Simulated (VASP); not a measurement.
RbBr:

```
Rb Br
1.0
     0.00000    3.42700    3.42700
     3.42700    0.00000    3.42700
     3.42700    3.42700    0.00000
Rb Br
1 1
Direct
  0.00000 0.00000 0.00000
  0.50000 0.50000 0.50000
```

Base run:

* Program: VASP 6.6.1
* Functional: r2SCAN
* Potentials or basis: VASP PAW PBE potentials, release 64 (Rb_sv, Br)
* Cutoff: 520 eV
* k mesh: 7 × 7 × 7
* Occupations: fermi-dirac, width 0.05 eV
* Spin: no spin polarisation

Its results: band gap on the k mesh 4.97 eV; pressure 0.5 GPa.

**Question.** The run is repeated on the same cell with these changes: functional from r2SCAN to PBEsol; k mesh from 7 × 7 × 7 to 6 × 6 × 6. What comes out?

**Answer.** Band gap on the k mesh 4.21 eV; pressure 0.0 GPa.

Several settings changed at once.

Caveats: the PAW data sets were made with another functional, which shifts forces and pressure a little; an odd mesh through Γ misses points on the zone boundary, where band edges can lie (at least some runs).
